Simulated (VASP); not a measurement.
Input of a VASP 6.6.1 run:

File INCAR:

```
PREC = Accurate ; ENCUT = 520
EDIFF = 1E-8 ; ISMEAR = -1
SIGMA = 0.05 ; LREAL = F
LASPH = T ; NELM = 100
ALGO = Normal ; ISIF = 2
LWAVE = F ; LCHARG = F
GGA = PS ; LEFG = T
NBANDS = 19
```

Contents of KPOINTS:

```
regular mesh
0
Gamma
  16 16 7
```

File POSCAR:

```
Cd
1.0
    2.9788725081      0.0000000000      0.0000000000
   -1.4894362540      2.5797792666      0.0000000000
    0.0000000000      0.0000000000      5.6176500000
Cd
2
Direct
    0.3333333333      0.6666666667      0.2500000000
    0.6666666667      0.3333333333      0.7500000000
```

Potentials or basis: VASP PAW PBE potentials, release 64 (Cd).

Run with:

```console
$ cat potpaw_PBE.64/Cd/POTCAR > POTCAR
$ mpirun -np 1 vasp_std > vasp.out
```

(1) What does it give for the band gap on the k mesh?

(2) What does it give for the pressure?

## Answers

(1) zero (band 12 reaches 3.69 eV, above the bottom of band 13 at -0.25 eV).

(2) -1.2 GPa.

Caveat: without QUAD_EFG the Cq values of the log hold for a quadrupole moment of 1 mb, not for the nuclei; the PAW data sets were made with another functional, which shifts forces and pressure a little.
